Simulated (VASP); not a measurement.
ScSiS3:

```xyz
5
Lattice="3.8871 0.0000 0.0000 0.0000 3.8871 0.0000 0.0000 0.0000 8.2217" Properties=species:S:1:pos:R:3 pbc="T T T"
Sc    1.9435    1.9435    4.1109
Si    0.0000    0.0000    4.1109
S     0.0000    0.0000    0.0000
S     1.9435    1.9435    6.0525
S     1.9435    1.9435    2.1693
```

The cell was built from a structure type or drawn by symmetry, and may not be a known phase.

| Quantity | Value |
| --- | --- |
| Program | VASP 6.6.1 |
| Task | relaxation of cell and atoms |
| Functional | PBE |
| Potentials or basis | VASP PAW PBE potentials, release 64 (Sc_sv, Si, S) |
| Cutoff | 600 eV |
| k mesh | 4 × 4 × 2 |
| Occupations | gaussian, width 0.1 eV |
| Spin | no spin polarisation |

At the start: pressure 10.9 GPa; volume 24.85 Å³/atom.

How do energy, volume and symmetry change on relaxing?

Over 23 steps the energy falls by 816.3 meV/atom and the volume is 20.60 Å³/atom (-17.1 %); space group P4/mmm (No. 123, to 0.1 Å) before and after.

Step by step:
| step | energy change (eV) | largest force (eV/Å) | pressure (GPa) | volume (Å³) |
| --- | --- | --- | --- | --- |
| 1 | 0.0000 | 8.5399 | 10.91 | 124.23 |
| 2 | -0.8061 | 0.6062 | -7.15 | 153.29 |
| 3 | -2.6384 | 0.0964 | -4.59 | 136.94 |
| 4 | -2.7070 | 0.4260 | -3.85 | 135.52 |
| 5 | -2.7344 | 1.0541 | -2.57 | 133.52 |
| 6 | -2.7365 | 0.9255 | -2.82 | 133.88 |
| 7 | -2.9442 | 1.1774 | -1.99 | 126.63 |
| 8 | -3.3529 | 1.9011 | 3.18 | 106.46 |
| 9 | -3.3367 | 2.1035 | 7.42 | 97.91 |
| 10 | -3.3644 | 2.0358 | 5.35 | 101.79 |
| 11 | -3.4478 | 1.8667 | 5.44 | 100.58 |
| 12 | -3.6232 | 1.3024 | 6.42 | 96.98 |
| 13 | -3.5539 | 0.2970 | 10.54 | 90.02 |
| 14 | -3.6571 | 0.7426 | 8.57 | 93.45 |
| 15 | -3.8209 | 0.4269 | 5.76 | 96.40 |
| 16 | -3.9858 | 0.0866 | -0.80 | 105.59 |
| 17 | -3.9863 | 0.0870 | -0.59 | 105.20 |
| 18 | -4.0124 | 0.0859 | -0.67 | 105.33 |
| 19 | -4.0566 | 0.3494 | -0.83 | 105.65 |
| 20 | -4.0670 | 0.3075 | -0.46 | 104.67 |
| 21 | -4.0733 | 0.2343 | 0.14 | 103.23 |
| 22 | -4.0807 | 0.0784 | 0.05 | 103.09 |
| 23 | -4.0816 | 0.0038 | 0.02 | 103.01 |

Final structure:
```xyz
5
Lattice="3.7017 0.0000 0.0000 0.0000 3.7017 0.0000 0.0000 0.0000 7.5176" Properties=species:S:1:pos:R:3 pbc="T T T"
Sc    1.8509    1.8509    3.7588
Si    0.0000    0.0000    3.7588
S     0.0000    0.0000    0.0000
S     1.8509    1.8509    6.2164
S     1.8509    1.8509    1.3012
```

Caveat: the k points lie up to 0.42 Å⁻¹ apart in the final cell, too coarse for converged energies and pressures of a metal; the volume moved by over 15 % at a fixed basis, so the end points are rough.
